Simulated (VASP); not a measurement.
Crystal: GaAs.

```xyz
2
Lattice="0.0000 2.8265 2.8265 2.8265 0.0000 2.8265 2.8265 2.8265 0.0000" Properties=species:S:1:pos:R:3 pbc="T T T"
Ga    0.0000    0.0000    0.0000
As    1.4132    1.4132    1.4132
```

Base run:

* Program: VASP 6.6.1
* Functional: r2SCAN
* Potentials or basis: VASP PAW PBE potentials, release 64 (Ga_d, As)
* Cutoff: 520 eV
* k mesh: 10 × 10 × 10
* Occupations: gaussian, width 0.03 eV
* Spin: no spin polarisation

Its results: band gap on the k mesh 1.00 eV, direct; pressure 0.7 GPa.

Task: The run is repeated on the same cell with these changes: functional from r2SCAN to PBE. What comes out?

Result: Band gap on the k mesh 0.52 eV, direct; pressure 3.5 GPa.

r2SCAN gives the wider gap, since meta-GGAs in the generalised Kohn-Sham scheme recover part of the derivative discontinuity.

Caveats: the PAW data sets were made with another functional, which shifts forces and pressure a little (some runs).

A k mesh can miss the band edges.
